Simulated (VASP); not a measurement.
# BP (F-43m) in VASP: further runs

BP is run at these levels: PBE, LDA; tasks: single point, relaxation of cell and atoms.

All numbers are computed with VASP 6.6.1; they aren't measurements. Logs are shortened: lines on timing, memory, paths and dates and some standing lists are left out, and cuts for length are marked.

### 1 The cell of the first run

Symmetry: F-43m, No. 216, cubic system. The conventional cell has a = 4.638 Å, b = 4.638 Å, c = 4.638 Å, α = 90.00°, β = 90.00°, γ = 90.00°. B (site symmetry -43m) has 4 P at 2.01 Å within 2.7 Å. P (site symmetry -43m) has 4 B at 2.01 Å within 2.7 Å.

### 2 Single point, PBE (volume scaled by 1.06)

File INCAR:

```
SYSTEM = BP
ALGO = Normal ; EDIFF = 1E-6
ENCUT = 520 ; GGA = PE
ISIF = 2 ; ISMEAR = 0
LASPH = .TRUE. ; LCHARG = .TRUE.
LELF = .TRUE. ; LREAL = .FALSE.
LVHAR = .TRUE. ; LWAVE = .FALSE.
NBANDS = 11 ; NELM = 60
PREC = Accurate ; SIGMA = 0.02
```

File KPOINTS:

```
k-points
0
G
  10 10 10
  0 0 0
```

File POSCAR:

```
BP
1.0
    0.0000000000      2.3187544630      2.3187544630
    2.3187544630      0.0000000000      2.3187544630
    2.3187544630      2.3187544630      0.0000000000
B P
1 1
Direct
    0.0000000000      0.0000000000      0.0000000000
    0.2500000000      0.2500000000      0.2500000000
```

Potentials or basis: VASP PAW PBE potentials, release 64 (B, P).

Launch:

```bash
> cat potpaw_PBE.64/B/POTCAR potpaw_PBE.64/P/POTCAR > POTCAR
> mpirun -np 1 vasp_std > vasp.out
```

OUTCAR:

```text
SYSTEM = BP
   EDIFF = 1E-6
   ENCUT = 520
   GGA = PE
   ISIF = 2
   ISMEAR = 0
   LASPH = .TRUE.
   LREAL = .FALSE.
   NELM = 60
   PREC = Accurate

 ion  position               nearest neighbor table
   1  0.000  0.000  0.000-   2 2.01   2 2.01   2 2.01   2 2.01
   2  0.250  0.250  0.250-   1 2.01   1 2.01   1 2.01   1 2.01

  LATTYP: Found a face centered cubic cell.
 ALAT       =     4.6375089260

  Lattice vectors:

 A1 = (   0.0000000000,   2.3187544630,   2.3187544630)
 A2 = (   2.3187544630,   0.0000000000,   2.3187544630)
 A3 = (   2.3187544630,   2.3187544630,   0.0000000000)

Analysis of symmetry for initial positions (statically):
=====================================================================
 Subroutine PRICEL returns:
 Original cell was already a primitive cell.

 Routine SETGRP: Setting up the symmetry group for a
 face centered cubic supercell.

 Subroutine GETGRP returns: Found 24 space group operations
 (whereof 24 operations were pure point group operations)
 out of a pool of 48 trial point group operations.

The static configuration has the point symmetry T_d .

Analysis of symmetry for dynamics (positions and initial velocities):
=====================================================================
 Subroutine PRICEL returns:
 Original cell was already a primitive cell.

 Routine SETGRP: Setting up the symmetry group for a
 face centered cubic supercell.

 Subroutine GETGRP returns: Found 24 space group operations
 (whereof 24 operations were pure point group operations)
 out of a pool of 48 trial point group operations.

The dynamic configuration has the point symmetry T_d .

 Subroutine INISYM returns: Found 24 space group operations
 (whereof 24 operations are pure point group operations),
 and found     1 'primitive' translations

----------------------------------------------------------------------------------------

                                     Primitive cell

  volume of cell :      24.9341

  direct lattice vectors                    reciprocal lattice vectors
     0.000000000  2.318754463  2.318754463    -0.215633008  0.215633008  0.215633008
     2.318754463  0.000000000  2.318754463     0.215633008 -0.215633008  0.215633008
     2.318754463  2.318754463  0.000000000     0.215633008  0.215633008 -0.215633008

  length of vectors
     3.279214009  3.279214009  3.279214009     0.373487326  0.373487326  0.373487326

  position of ions in fractional coordinates (direct lattice)
     0.000000000  0.000000000  0.000000000
     0.250000000  0.250000000  0.250000000

[... 85 lines left out ...]
   TEBEG  =    0.0;   TEEND  =   0.0 temperature during run
   PSTRESS=    0.0 pullay stress
   NELECT =       8.0000    total number of electrons
   NUPDOWN=      -1.0000    fix difference up-down
   EMIN   =  10.00;   EMAX   =-10.00  energy-range for DOS
   EFERMI =   0.00;   METHOD = LEGACY
   ISMEAR =     0;   SIGMA  =   0.02  broadening in eV -4-tet -1-fermi 0-gaus
   EFERMI_NEDOS =   21; number of points for ismear=-14 and -15
   IALGO  =     38    algorithm
   IMIX   =      4    mixing-type and parameters
     AMIX     =   0.40;   BMIX     =  1.00
     AMIX_MAG =   1.60;   BMIX_MAG =  1.00
  volume/ion in A,a.u.               =      12.47        84.13
  Fermi-wavevector in a.u.,A,eV,Ry     =   1.120745  2.117901 17.089855  1.256069
  Thomas-Fermi vector in A             =   2.257393
   LORBIT       =      0    0 simple, 1 ext, 2 COOP (PROOUT), +10 PAW based schemes
   GGA     = PE    functional components
   LHFCALC =     F    Hartree Fock is set to
   AEXX    =    0.0000 exact exchange contribution
   IVDW    =     0    specifies the selected vdW correction
   LEPSILON=     F    determine dielectric tensor
   LRPA    =     F    only Hartree local field effects (RPA)
 non-spin polarized calculation
 Gauss-broadening in eV      SIGMA  =   0.02
  energy-cutoff  :      520.00
  volume of cell :       24.93
 maximum number of plane-waves:       692
   NGX = 13   NGY = 13   NGZ = 13

 number of electron       7.9999999 magnetization

 Free energy of the ion-electron system (eV)
  ---------------------------------------------------
  ext. energy  EPLUGINS =         0.00000000
  ---------------------------------------------------
  free energy    TOTEN  =       -12.89088741 eV

  energy without entropy =      -12.89088741  energy(sigma->0) =      -12.89088741

 E-fermi :   6.8230     XC(G=0): -10.6290

 val. band max:        6.6796787496   @ k =   0.0000   0.0000   0.0000
 cond. band min:       8.0054479534   @ k =   0.4000   0.4000   0.0000
 fundamental gap:      1.3257692038
 Fermi energy:         6.8230243089

 k-point     1 :       0.0000    0.0000    0.0000
  band No.  band energies     occupation
      1      -8.2115      2.00000
      2       6.6797      2.00000
      3       6.6797      2.00000
      4       6.6797      2.00000
      5       9.9926      0.00000
      6       9.9926      0.00000
      7       9.9926      0.00000
      8      13.0847      0.00000
      9      17.7721      0.00000
     10      18.6289      0.00000
     11      18.6289      0.00000
[... 309 lines left out ...]
 k-point    24 :       0.4000    0.3000    0.0000
  band No.  band energies     occupation
      1      -5.4422      2.00000
      2       0.6602      2.00000
      3       2.8718      2.00000
      4       3.3670      2.00000
      5       8.5404      0.00000
      6      10.3151      0.00000
      7      15.6914      0.00000
      8      15.7622      0.00000
      9      19.9354      0.00000
     10      21.5825      0.00000
     11      22.8457      0.00000

 [... further k-points ...]

------------------------ aborting loop because EDIFF is reached ----------------------------------------

  FORCE on cell =-STRESS in cart. coord.  units (eV):
  Direction    XX          YY          ZZ          XY          YZ          ZX
  --------------------------------------------------------------------------------------
  -------------------------------------------------------------------------------------
  Total       -1.3403925     -1.3403925     -1.3403925      0.0000000      0.0000000     -0.0000000
  in kB      -86.1287807    -86.1287807    -86.1287807      0.0000000      0.0000000     -0.0000000
  external PRESSURE =     -86.1287807 kB  Pullay stress =       0.0000000 kB

 VOLUME and BASIS-vectors are now :
 -----------------------------------------------------------------------------
  energy-cutoff  :      520.00
  volume of cell :       24.93
      direct lattice vectors                 reciprocal lattice vectors
     0.000000000  2.318754463  2.318754463    -0.215633008  0.215633008  0.215633008
     2.318754463  0.000000000  2.318754463     0.215633008 -0.215633008  0.215633008
     2.318754463  2.318754463  0.000000000     0.215633008  0.215633008 -0.215633008

 POSITION                                       TOTAL-FORCE (eV/Angst)
 -----------------------------------------------------------------------------------
      0.00000      0.00000      0.00000        -0.000000     -0.000000     -0.000000
      1.15938      1.15938      1.15938         0.000000      0.000000      0.000000
 -----------------------------------------------------------------------------------
    total drift:                                0.000000      0.000000      0.000000

  FREE ENERGIE OF THE ION-ELECTRON SYSTEM (eV)
  ---------------------------------------------------
  free  energy   TOTEN  =       -12.8908874141 eV

  energy  without entropy=      -12.8908874141  energy(sigma->0) =      -12.89088741
```

OSZICAR:

```text
N       E                     dE             d eps       ncg     rms          rms(c)
DAV:   1     0.876864730625E+01    0.87686E+01   -0.37686E+03  1034   0.647E+02
DAV:   2    -0.128952082806E+02   -0.21664E+02   -0.20791E+02  1460   0.107E+02
DAV:   3    -0.134656445797E+02   -0.57044E+00   -0.56935E+00  1301   0.152E+01
DAV:   4    -0.134677660846E+02   -0.21215E-02   -0.21213E-02  1147   0.110E+00
DAV:   5    -0.134677786537E+02   -0.12569E-04   -0.12569E-04  1267   0.835E-02    0.655E+00
DAV:   6    -0.129696958725E+02    0.49808E+00   -0.12115E+00  1157   0.457E+00    0.355E+00
DAV:   7    -0.128973749406E+02    0.72321E-01   -0.17581E-01  1274   0.210E+00    0.125E+00
DAV:   8    -0.128903406782E+02    0.70343E-02   -0.24060E-02  1212   0.868E-01    0.169E-01
DAV:   9    -0.128906753290E+02   -0.33465E-03   -0.73004E-04  1213   0.175E-01    0.991E-02
DAV:  10    -0.128908754232E+02   -0.20009E-03   -0.25089E-04  1149   0.989E-02    0.263E-02
DAV:  11    -0.128908864134E+02   -0.10990E-04   -0.11388E-05  1338   0.224E-02    0.280E-02
DAV:  12    -0.128908875310E+02   -0.11176E-05   -0.43866E-06  1151   0.103E-02    0.104E-02
DAV:  13    -0.128908874141E+02    0.11694E-06   -0.10419E-07   565   0.218E-03
   1 F= -.12890887E+02 E0= -.12890887E+02  d E =-.165908E-26
```

stdout:

```text
POSCAR found type information on POSCAR B P
 POSCAR found :  2 types and       2 ions
 scaLAPACK will be used
 LDA part: xc-table for (Slater+PW92), standard interpolation
 POSCAR, INCAR and KPOINTS ok, starting setup
 FFT: planning ... GRIDC
 FFT: planning ... GRID_SOFT
 FFT: planning ... GRID
 WAVECAR not read
 entering main loop
```

Wall time 6.2 s (1 thread of Intel Xeon Platinum 8488C (Sapphire Rapids), shared host); peak memory 0.14 GiB.

Results:

- Free energy: -12.8909 eV
- Pressure: -8.6 GPa
- Band gap on the k mesh: 1.33 eV, indirect (least direct gap 3.31 eV)

Caveat: the cell differs from its parent crystal (volume scaled by 1.06).

### 3 Single point, PBE

This run uses another cell than the first one, of 11.76 Å³/atom, 0.943 times its volume.

File INCAR:

```
SYSTEM = BP
  PREC = Accurate
  ENCUT = 520
  EDIFF = 1E-6
  ISMEAR = 0
  SIGMA = 0.05
  LREAL = .False.
  LASPH = .True.
  NELM = 60
  ALGO = Normal
  ISIF = 2
  LWAVE = .False.
  LCHARG = .False.
  GGA = PE
  NBANDS = 11
```

File KPOINTS:

```
Automatic mesh
0
Gamma
  10 10 10
  0 0 0
```

File POSCAR:

```
BP
1.0
    0.0000000000      2.2741518671      2.2741518671
    2.2741518671      0.0000000000      2.2741518671
    2.2741518671      2.2741518671      0.0000000000
B P
1 1
Direct
    0.0000000000      0.0000000000      0.0000000000
    0.7500000000      0.7500000000      0.7500000000
```

Potentials or basis: VASP PAW PBE potentials, release 64 (B, P).

Launch:

```bash
> cat potpaw_PBE.64/B/POTCAR potpaw_PBE.64/P/POTCAR > POTCAR
> mpirun -np 1 vasp_std > vasp.out
```

Run time: 6.4 s. Hardware: 1 thread of Intel Xeon 6975P-C (Granite Rapids), shared host; peak memory 0.13 GiB.

The run converged. Its results:

```yaml
Free_energy: -12.9309 eV
Pressure: -0.2 GPa
Band_gap_on_the_k_mesh: 1.25 eV, indirect (least direct gap 3.39 eV)
```

Levels at points of the mesh, in eV from the valence-band top:
```tsv
k point	band 1	band 2	band 3	band 4	band 5	band 6	band 7	band 8
(0.00, 0.00, 0.00)	-15.40	0.00	0.00	0.00	3.39	3.39	3.39	7.27
(0.50, 0.00, 0.00)	-12.10	-8.98	-1.75	-1.75	3.74	4.71	4.71	10.10
(0.50, 0.50, 0.00)	-10.58	-8.55	-4.09	-4.09	1.35	1.67	12.06	12.06
```

A k mesh can miss the band edges. PBE gaps usually lie below the measured ones, often by a third to a half.

### 4 Single point, PBE

This run uses another cell than the first one, of 9.85 Å³/atom, 0.790 times its volume.

File INCAR:

```
ALGO = Normal
EDIFF = 1E-6
ENCUT = 520
GGA = PE
ISIF = 2
ISMEAR = 0
LASPH = True
LCHARG = False
LREAL = False
LWAVE = False
NBANDS = 11
NELM = 80
PREC = Accurate
SIGMA = 0.01
```

File KPOINTS:

```
k-points
0
Gamma
  10 10 10
```

File POSCAR:

```
BP
1.0
    0.0000000000      2.1437829041      2.1437829041
    2.1437829041      0.0000000000      2.1437829041
    2.1437829041      2.1437829041      0.0000000000
B P
1 1
Direct
    0.0000000000      0.0000000000      0.0000000000
    0.7500000000      0.7500000000      0.7500000000
```

Launch:

```bash
> cat potpaw_PBE.64/B/POTCAR potpaw_PBE.64/P/POTCAR > POTCAR
> mpirun -np 1 vasp_std > vasp.out
```

Run time: 3.8 s. Hardware: 1 thread of Intel Xeon 6975P-C (Granite Rapids), shared host; peak memory 0.13 GiB.

The run converged. Its results:

```
Free energy            : -12.5222 eV
Pressure               : 39.5 GPa
Band gap on the k mesh : 0.97 eV, indirect (least direct gap 3.72 eV)
```

Levels at points of the mesh, in eV from the valence-band top:
```tsv
k point	band 2	band 3	band 4	band 5	band 6	band 7
(0.00, 0.00, 0.00)	0.00	0.00	0.00	3.72	3.72	3.72
(0.50, 0.00, 0.00)	-10.32	-1.95	-1.95	4.82	4.82	4.86
(0.50, 0.50, 0.00)	-9.49	-4.74	-4.74	0.97	1.52	13.78
```

A k mesh can miss the band edges. A hybrid or GW would open this gap; PBE tends to underestimate it.

### 5 Relaxation of cell and atoms, PBE, target pressure 40 GPa, at which the enthalpy is minimised

This run uses another cell than the first one, of 11.76 Å³/atom, 0.943 times its volume.

File INCAR:

```
PREC = Accurate
ENCUT = 600
EDIFF = 1E-6
ISMEAR = 0
SIGMA = 0.01
LREAL = False
LASPH = True
NELM = 100
ALGO = Normal
ISIF = 3
LWAVE = False
LCHARG = False
GGA = PE
IBRION = 2
NSW = 80
EDIFFG = -0.001
PSTRESS = 400.0
```

File KPOINTS:

```
Automatic mesh
0
Gamma
  10 10 10
```

File POSCAR:

```
BP
1.0
    0.0000000000      2.2741905837      2.2741905837
    2.2741905837      0.0000000000      2.2741905837
    2.2741905837      2.2741905837      0.0000000000
B P
1 1
Direct
    0.0000000000      0.0000000000      0.0000000000
    0.7500000000      0.7500000000      0.7500000000
```

Launch:

```bash
> cat potpaw_PBE.64/B/POTCAR potpaw_PBE.64/P/POTCAR > POTCAR
> mpirun -np 1 vasp_std > vasp.out
```

Wall time 24 s (1 thread of Intel Xeon 6975P-C (Granite Rapids), shared host); peak memory 0.15 GiB.

Results (log left out):

| Item | Value |
| --- | --- |
| Free energy | -12.5185 eV |
| Relaxed volume | 9.84 Å³/atom |
| Relaxed cell | a = 3.030 Å, b = 3.030 Å, c = 3.030 Å, α = 60.00°, β = 60.00°, γ = 60.00° |
| Space group after relaxing (to 0.05 Å) | F-43m (No. 216) |
| Energy change on relaxing (the enthalpy is what falls) | +207.0 meV/atom |
| Ionic steps | 7 |
| Pressure after relaxing | 40.0 GPa |
| Band gap on the k mesh | 0.96 eV, indirect (least direct gap 3.73 eV) |

Step by step:
```csv
step,energy change (eV),largest force (eV/Å),pressure (GPa),volume (Å³)
1,0.0000,0.0000,-0.22,23.52
2,3.2630,0.0000,172.45,14.83
3,0.3449,0.0000,35.69,19.97
4,0.4000,0.0000,39.15,19.73
5,0.4177,0.0000,40.21,19.66
6,0.4096,0.0000,39.74,19.70
7,0.4140,0.0000,40.00,19.68
```

Final structure:
```yaml
crystal:
  lattice:
    - [0.00000, 2.14280, 2.14280]
    - [2.14280, 0.00000, 2.14280]
    - [2.14280, 2.14280, 0.00000]
  atoms:
    - { symbol: B, position: [0.00000, 0.00000, 0.00000] }
    - { symbol: P, position: [0.75000, 0.75000, 0.75000] }
```

Levels at points of the mesh, in eV from the valence-band top:
```
           k point  band 2  band 3  band 4  band 5  band 6  band 7
(0.00, 0.00, 0.00)    0.00    0.00    0.00    3.73    3.73    3.73
(0.50, 0.00, 0.00)  -10.33   -1.95   -1.95    4.83    4.83    4.87
(0.50, 0.50, 0.00)   -9.50   -4.74   -4.74    0.96    1.52   13.79
```

Caveat: the cell is relaxed towards a set pressure, so the enthalpy falls and the energy may rise; the volume moved by over 15 % at a fixed basis, so the end points are rough.

### 6 Single point, LDA (functional LDA, strained)

File INCAR:

```
PREC     = Accurate       # precision mode
ENCUT    = 520            # plane-wave cutoff, eV
EDIFF    = 1E-6           # SCF threshold, eV
ISMEAR   = 0              # smearing method
SIGMA    = 0.02           # smearing width, eV
LREAL    = False          # projectors in reciprocal space
LASPH    = True           # aspherical terms in the spheres
NELM     = 100            # most SCF steps
ALGO     = Normal         # electronic algorithm
ISIF     = 2              # what is computed and relaxed
LWAVE    = False          # write WAVECAR
LCHARG   = False          # write CHGCAR
GGA      = CA             # functional
NBANDS   = 11             # bands
```

File KPOINTS:

```
regular mesh
0
Gamma
  10 10 10
```

File POSCAR:

```
BP
1.0
    0.0000000000      2.1847293400      2.1847293400
    2.1847293400      0.0000000000      2.1847293400
    2.1847293400      2.1847293400      0.0000000000
B P
1 1
Direct
    0.0000000000      0.0000000000      0.0000000000
    0.7500000000      0.7500000000      0.7500000000
```

Potentials or basis: VASP PAW LDA potentials, release 64 (B, P).

Launch:

```bash
> cat potpaw_LDA.64/B/POTCAR potpaw_LDA.64/P/POTCAR > POTCAR
> mpirun -np 1 vasp_std > vasp.out
```

It took 12 s on 1 thread of AMD EPYC 7R43 (Zen 3), shared host; peak memory 0.09 GiB.

The run converged. Its results:

* Free energy: -14.3126 eV
* Pressure: 16.6 GPa
* Band gap on the k mesh: 1.05 eV, indirect (least direct gap 3.58 eV)

Levels at points of the mesh, in eV from the valence-band top:
```
           k point  band 2  band 3  band 4  band 5  band 6  band 7
(0.00, 0.00, 0.00)    0.00    0.00    0.00    3.58    3.58    3.58
(0.50, 0.00, 0.00)   -9.84   -1.88   -1.88    4.49    4.76    4.76
(0.50, 0.50, 0.00)   -9.07   -4.51   -4.51    1.08    1.47   13.09
```

Caveat: the cell differs from its parent crystal (functional LDA, strained).

### 7 Summary

| task | level | potentials or basis | cell | cutoff (eV) | smearing | gap on the mesh (eV) | pressure (GPa) |
| --- | --- | --- | --- | --- | --- | --- | --- |
| single point | PBE | VASP PAW PBE potentials, release 64 (B, P) | a = 3.279 Å, angles 60.0°, 2 atoms | 520 | gaussian 0.02 eV | 1.33 | -8.6 |
| single point | PBE | VASP PAW PBE potentials, release 64 (B, P) | a = 3.216 Å, angles 60.0°, 2 atoms | 520 | gaussian 0.05 eV | 1.25 | -0.2 |
| single point | PBE | VASP PAW PBE potentials, release 64 (B, P) | a = 3.032 Å, angles 60.0°, 2 atoms | 520 | gaussian 0.01 eV | 0.97 | 39.5 |
| relaxation of cell and atoms | PBE | VASP PAW PBE potentials, release 64 (B, P) | relaxed to 40 GPa from a = 3.216 Å, angles 60.0°, 2 atoms | 600 | gaussian 0.01 eV | 0.96 | 40.0 |
| single point | LDA | VASP PAW LDA potentials, release 64 (B, P) | a = 3.090 Å, angles 60.0°, 2 atoms | 520 | gaussian 0.02 eV | 1.05 | 16.6 |

Alike in all rows: no spin polarisation; k mesh 10 × 10 × 10.

Caveats: the cell is relaxed towards a set pressure, so the enthalpy falls and the energy may rise (some runs); the volume moved by over 15 % at a fixed basis, so the end points are rough (some runs).

Total energies depend on the potentials used, so only differences within one code and one set of settings carry meaning.
